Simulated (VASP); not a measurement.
# Al (Fm-3m) in VASP: a series of runs

Runs on Al. Level: PBE. Tasks: single point.

Everything below comes from runs of VASP 6.6.1. Logs are shortened: lines on timing, memory, paths and dates and some standing lists are left out, and cuts for length are marked.

### Step 1. The cell of the first run

Symmetry: Fm-3m, No. 225, cubic system. Conventional cell: a = 4.050 Å, b = 4.050 Å, c = 4.050 Å, α = 90.00°, β = 90.00°, γ = 90.00°. Within 3.8 Å of Al (site symmetry m-3m) lie 12 Al at 2.86 Å.

### Step 2. Single point, PBE

File INCAR:

```
SYSTEM = Al
PREC = Accurate
ENCUT = 520
EDIFF = 1E-6
ISMEAR = 0
SIGMA = 0.05
LREAL = .FALSE.
LASPH = .TRUE.
NELM = 60
ALGO = Fast
ISIF = 2
LWAVE = .FALSE.
LCHARG = .TRUE.
GGA = PE
LELF = .TRUE.
LVHAR = .TRUE.
NBANDS = 8
```

File KPOINTS:

```
Automatic mesh
0
G
  18 18 18
  0 0 0
```

File POSCAR:

```
Al
1.0
    0.0000000000      2.0248050000      2.0248050000
    2.0248050000      0.0000000000      2.0248050000
    2.0248050000      2.0248050000      0.0000000000
Al
1
Direct
    0.0000000000      0.0000000000      0.0000000000
```

Potentials or basis: VASP PAW PBE potentials, release 64 (Al).

Run with:

```bash
$ cat potpaw_PBE.64/Al/POTCAR > POTCAR
$ mpirun -np 1 vasp_std > vasp.out
```

OUTCAR:

```text
SYSTEM = Al
   PREC = Accurate
   ENCUT = 520
   EDIFF = 1E-6
   ISMEAR = 0
   LREAL = .FALSE.
   LASPH = .TRUE.
   NELM = 60
   ISIF = 2
   GGA = PE

 ion  position               nearest neighbor table
   1  0.000  0.000  0.000-

  LATTYP: Found a face centered cubic cell.
 ALAT       =     4.0496100000

  Lattice vectors:

 A1 = (   0.0000000000,   2.0248050000,   2.0248050000)
 A2 = (   2.0248050000,   0.0000000000,   2.0248050000)
 A3 = (   2.0248050000,   2.0248050000,   0.0000000000)

Analysis of symmetry for initial positions (statically):
=====================================================================
 Subroutine PRICEL returns:
 Original cell was already a primitive cell.

 Routine SETGRP: Setting up the symmetry group for a
 face centered cubic supercell.

 Subroutine GETGRP returns: Found 48 space group operations
 (whereof 48 operations were pure point group operations)
 out of a pool of 48 trial point group operations.

The static configuration has the point symmetry O_h .

Analysis of symmetry for dynamics (positions and initial velocities):
=====================================================================
 Subroutine PRICEL returns:
 Original cell was already a primitive cell.

 Routine SETGRP: Setting up the symmetry group for a
 face centered cubic supercell.

 Subroutine GETGRP returns: Found 48 space group operations
 (whereof 48 operations were pure point group operations)
 out of a pool of 48 trial point group operations.

The dynamic configuration has the point symmetry O_h .

 Subroutine INISYM returns: Found 48 space group operations
 (whereof 48 operations are pure point group operations),
 and found     1 'primitive' translations

----------------------------------------------------------------------------------------

                                     Primitive cell

  volume of cell :      16.6027

  direct lattice vectors                    reciprocal lattice vectors
     0.000000000  2.024805000  2.024805000    -0.246937359  0.246937359  0.246937359
     2.024805000  0.000000000  2.024805000     0.246937359 -0.246937359  0.246937359
     2.024805000  2.024805000  0.000000000     0.246937359  0.246937359 -0.246937359

  length of vectors
     2.863506692  2.863506692  2.863506692     0.427708053  0.427708053  0.427708053

  position of ions in fractional coordinates (direct lattice)
     0.000000000  0.000000000  0.000000000

  ion indices of the primitive-cell ions
   primitive index   ion index
                 1           1

----------------------------------------------------------------------------------------

 KPOINTS: Automatic mesh

Automatic generation of k-mesh.
 Grid dimensions read from file:
 generate k-points for:   18   18   18

 Generating k-lattice:

  Cartesian coordinates                     Fractional coordinates (reciprocal lattice)
    -0.013718742  0.013718742  0.013718742     0.055555556  0.000000000  0.000000000
     0.013718742 -0.013718742  0.013718742     0.000000000  0.055555556  0.000000000
     0.013718742  0.013718742 -0.013718742     0.000000000  0.000000000  0.055555556

  Length of vectors
     0.023761558  0.023761558  0.023761558

  Shift w.r.t. Gamma in fractional coordinates (k-lattice)
     0.000000000  0.000000000  0.000000000

 Subroutine IBZKPT returns following result:
 ===========================================

 Found    195 irreducible k-points:

 Following reciprocal coordinates:
            Coordinates               Weight
  0.000000  0.000000  0.000000      1.000000
  0.055556  0.000000  0.000000      8.000000
  0.111111  0.000000  0.000000      8.000000
  0.166667  0.000000  0.000000      8.000000
  0.222222  0.000000  0.000000      8.000000
  0.277778  0.000000  0.000000      8.000000
[... 16 lines left out ...]
 -0.277778  0.055556  0.000000     24.000000
 -0.222222  0.055556  0.000000     24.000000
 [... further k-points ...]
   k-points           NKPTS =    195   k-points in BZ     NKDIM =    195   number of bands    NBANDS=      8
   number of dos      NEDOS =    301   number of ions     NIONS =      1
   total plane-waves  NPLWV =  13824
   dimension x,y,z NGX =    24 NGY =   24 NGZ =   24
   dimension x,y,z NGXF=    48 NGYF=   48 NGZF=   48
   ions per type =               1
   NGX,Y,Z   is equivalent  to a cutoff of  13.93, 13.93, 13.93 a.u.
   NGXF,Y,Z  is equivalent  to a cutoff of  27.87, 27.87, 27.87 a.u.
 SYSTEM =  Al
   PREC   = accura    normal or accurate (medium, high low for compatibility)
   ISTART =      0    job   : 0-new  1-cont  2-samecut
   ICHARG =      2    charge: 1-file 2-atom 10-const
   ISPIN  =      1    spin polarized calculation?
   LNONCOLLINEAR =      F non collinear calculations
   LSORBIT =      F    spin-orbit coupling
   LASPH  =      T    aspherical Exc in radial PAW
   ENCUT  =  520.0 eV  38.22 Ry    6.18 a.u.   5.32  5.32  5.32*2*pi/ulx,y,z
   NELM   =     60;   NELMIN=  2; NELMDL= -5     # of ELM steps
   EDIFF  = 0.1E-05   stopping-criterion for ELM
   LREAL  =      F    real-space projection
   EDIFFG = 0.1E-04   stopping-criterion for IOM
   NSW    =      0    number of steps for IOM
   IBRION =     -1    ionic relax: 0-MD 1-quasi-New 2-CG
   NFREE  =      0    steps in history (QN), initial steepest desc. (CG)
   ISIF   =      2    stress and relaxation
   ISYM   =      2    0-nonsym 1-usesym 2-fastsym
   POTIM  = 0.5000    time-step for ionic-motion
   TEBEG  =    0.0;   TEEND  =   0.0 temperature during run
   PSTRESS=    0.0 pullay stress
   NELECT =       3.0000    total number of electrons
   NUPDOWN=      -1.0000    fix difference up-down
   EMIN   =  10.00;   EMAX   =-10.00  energy-range for DOS
   EFERMI =   0.00;   METHOD = LEGACY
   ISMEAR =     0;   SIGMA  =   0.05  broadening in eV -4-tet -1-fermi 0-gaus
   EFERMI_NEDOS =   21; number of points for ismear=-14 and -15
   IALGO  =     68    algorithm
   IMIX   =      4    mixing-type and parameters
     AMIX     =   0.40;   BMIX     =  1.00
     AMIX_MAG =   1.60;   BMIX_MAG =  1.00
  volume/ion in A,a.u.               =      16.60       112.04
  Fermi-wavevector in a.u.,A,eV,Ry     =   0.925526  1.748991 11.654733  0.856599
  Thomas-Fermi vector in A             =   2.051390
   LORBIT       =      0    0 simple, 1 ext, 2 COOP (PROOUT), +10 PAW based schemes
   GGA     = PE    functional components
   LHFCALC =     F    Hartree Fock is set to
   AEXX    =    0.0000 exact exchange contribution
   IVDW    =     0    specifies the selected vdW correction
   LEPSILON=     F    determine dielectric tensor
   LRPA    =     F    only Hartree local field effects (RPA)
 non-spin polarized calculation
 RMM-DIIS sequential band-by-band and
 Gauss-broadening in eV      SIGMA  =   0.05
  energy-cutoff  :      520.00
  volume of cell :       16.60
 maximum number of plane-waves:       459
 NGX is ok and might be reduce to    24

 number of electron       3.0000000 magnetization

 Free energy of the ion-electron system (eV)
  ---------------------------------------------------
  ext. energy  EPLUGINS =         0.00000000
  ---------------------------------------------------
  free energy    TOTEN  =        -3.74311478 eV

  energy without entropy =       -3.74205233  energy(sigma->0) =       -3.74258356

 E-fermi :   7.9247     XC(G=0): -10.1740

 val. band max:        7.9229981882   @ k =  -0.2778   0.2778   0.0556
 cond. band min:       7.9329749221   @ k =  -0.2778   0.5000   0.2222
 fundamental gap:      0.0099767339
 Fermi energy:         7.9247341004

 k-point     1 :       0.0000    0.0000    0.0000
  band No.  band energies     occupation
      1      -3.1559      2.00000
      2      20.5205      0.00000
      3      20.5205      0.00000
      4      20.5205      0.00000
      5      21.9659      0.00000
      6      21.9659      0.00000
      7      21.9659      0.00000
      8      24.3565      0.00000

 k-point     2 :       0.0556    0.0000    0.0000
  band No.  band energies     occupation
      1      -3.0723      2.00000
      2      18.9991      0.00000
      3      20.2025      0.00000
      4      20.2025      0.00000
      5      22.4137      0.00000
      6      22.4137      0.00000
      7      22.5513      0.00000
      8      25.2332      0.00000

 k-point     3 :       0.1111    0.0000    0.0000
  band No.  band energies     occupation
      1      -2.8219      2.00000
      2      16.7830      0.00000
      3      19.6873      0.00000
      4      19.6873      0.00000
      5      22.6205      0.00000
      6      23.2873      0.00000
      7      23.2873      0.00000
      8      25.7941      0.00000

 k-point     4 :       0.1667    0.0000    0.0000
  band No.  band energies     occupation
      1      -2.4056      2.00000
      2      14.5537      0.00000
      3      19.2408      0.00000
      4      19.2408      0.00000
      5      22.4614      0.00000
      6      23.8903      0.00000
      7      23.8903      0.00000
      8      25.1527      0.00000

 k-point     5 :       0.2222    0.0000    0.0000
  band No.  band energies     occupation
      1      -1.8247      2.00000
      2      12.4002      0.00000
      3      18.9132      0.00000
      4      18.9132      0.00000
      5      22.2932      0.00000
      6      23.1323      0.00000
      7      23.1323      0.00000
      8      26.0770      0.00000
[... 177 lines left out ...]
 k-point    22 :      -0.3333    0.0556    0.0000
  band No.  band energies     occupation
      1       0.2310      2.00000
      2       7.8833      1.75903
      3      17.0027      0.00000
      4      19.7831      0.00000
      5      19.9959      0.00000
      6      21.3458      0.00000
      7      22.8685      0.00000
      8      25.7441      0.00000

 k-point    23 :      -0.2778    0.0556    0.0000
  band No.  band energies     occupation
      1      -0.7247      2.00000
      2       9.7614      0.00000
      3      17.0201      0.00000
      4      19.8767      0.00000
      5      20.7814      0.00000
      6      22.2077      0.00000
      7      22.8200      0.00000
      8      26.5312      0.00000

 k-point    24 :      -0.2222    0.0556    0.0000
  band No.  band energies     occupation
      1      -1.5213      2.00000
      2      11.7627      0.00000
      3      17.1816      0.00000
      4      20.0220      0.00000
      5      21.7628      0.00000
      6      22.8074      0.00000
      7      23.2521      0.00000
      8      25.4494      0.00000

 [... further k-points ...]

------------------------ aborting loop because EDIFF is reached ----------------------------------------

  FORCE on cell =-STRESS in cart. coord.  units (eV):
  Direction    XX          YY          ZZ          XY          YZ          ZX
  --------------------------------------------------------------------------------------
  -------------------------------------------------------------------------------------
  Total       -0.0465452     -0.0465452     -0.0465452      0.0000000     -0.0000000      0.0000000
  in kB       -4.4916537     -4.4916537     -4.4916537      0.0000000     -0.0000000      0.0000000
  external PRESSURE =      -4.4916537 kB  Pullay stress =       0.0000000 kB

 VOLUME and BASIS-vectors are now :
 -----------------------------------------------------------------------------
  energy-cutoff  :      520.00
  volume of cell :       16.60
      direct lattice vectors                 reciprocal lattice vectors
     0.000000000  2.024805000  2.024805000    -0.246937359  0.246937359  0.246937359
     2.024805000  0.000000000  2.024805000     0.246937359 -0.246937359  0.246937359
     2.024805000  2.024805000  0.000000000     0.246937359  0.246937359 -0.246937359

 POSITION                                       TOTAL-FORCE (eV/Angst)
 -----------------------------------------------------------------------------------
      0.00000      0.00000      0.00000         0.000000      0.000000      0.000000
 -----------------------------------------------------------------------------------
    total drift:                                0.000000      0.000000      0.000000

  FREE ENERGIE OF THE ION-ELECTRON SYSTEM (eV)
  ---------------------------------------------------
  free  energy   TOTEN  =        -3.7431147847 eV

  energy  without entropy=       -3.7420523286  energy(sigma->0) =       -3.74258356
```

Wall time 12 s (1 thread of AMD EPYC 9R45 (Zen 5), shared host); peak memory 0.11 GiB.

What came out:

```yaml
Free_energy: -3.7431 eV
Pressure: -0.4 GPa
```

### Step 3. Single point, PBE

This run uses another cell than the first one: it holds 27 atoms, not 1.

File INCAR:

```
  ALGO = Fast
  EDIFF = 1E-6
  ENCUT = 520
  GGA = PE
  ISIF = 2
  ISMEAR = -1
  LASPH = T
  LCHARG = T
  LELF = T
  LREAL = Auto
  LVHAR = T
  LWAVE = F
  NBANDS = 60
  NELM = 80
  PREC = Accurate
  SIGMA = 0.05
```

File KPOINTS:

```
k-points
0
Gamma
  4 4 4
```

File POSCAR:

```
Al
1.0
    0.0000000000      6.0744150000      6.0744150000
    6.0744150000      0.0000000000      6.0744150000
    6.0744150000      6.0744150000      0.0000000000
Al
27
Direct
    0.0000000000      0.0000000000      0.0000000000
    0.0000000000      0.0000000000      0.3333333333
    0.0000000000      0.0000000000      0.6666666667
    0.0000000000      0.3333333333      0.0000000000
    0.0000000000      0.3333333333      0.3333333333
    0.0000000000      0.3333333333      0.6666666667
    0.0000000000      0.6666666667      0.0000000000
    0.0000000000      0.6666666667      0.3333333333
    0.0000000000      0.6666666667      0.6666666667
    0.3333333333      0.0000000000      0.0000000000
    0.3333333333      0.0000000000      0.3333333333
    0.3333333333      0.0000000000      0.6666666667
    0.3333333333      0.3333333333      0.0000000000
    0.3333333333      0.3333333333      0.3333333333
    0.3333333333      0.3333333333      0.6666666667
    0.3333333333      0.6666666667      0.0000000000
    0.3333333333      0.6666666667      0.3333333333
    0.3333333333      0.6666666667      0.6666666667
    0.6666666667      0.0000000000      0.0000000000
    0.6666666667      0.0000000000      0.3333333333
    0.6666666667      0.0000000000      0.6666666667
    0.6666666667      0.3333333333      0.0000000000
    0.6666666667      0.3333333333      0.3333333333
    0.6666666667      0.3333333333      0.6666666667
    0.6666666667      0.6666666667      0.0000000000
    0.6666666667      0.6666666667      0.3333333333
    0.6666666667      0.6666666667      0.6666666667
```

Potentials or basis: VASP PAW PBE potentials, release 64 (Al).

Run with:

```bash
$ cat potpaw_PBE.64/Al/POTCAR > POTCAR
$ mpirun -np 1 vasp_std > vasp.out
```

It took 3 min on 1 thread of AMD EPYC 9R45 (Zen 5), shared host; peak memory 0.56 GiB.

Results (log left out):

```
Free energy : -101.3895 eV
Pressure    : -0.4 GPa
```

Levels at points of the mesh, in eV from the Fermi level:
```csv
k point,band 36,band 37,band 38,band 39,band 40,band 41,band 42,band 43,band 44,band 45
"(0.00, 0.00, 0.00)",-0.94,-0.94,-0.94,-0.94,0.51,0.51,0.51,0.51,0.51,0.51
"(0.50, 0.00, 0.00)",-0.58,-0.58,-0.58,-0.58,-0.58,1.16,1.16,1.16,1.16,1.16
"(0.50, 0.50, 0.00)",-1.48,-0.53,-0.53,-0.53,-0.53,0.90,0.90,0.90,0.90,1.83
```
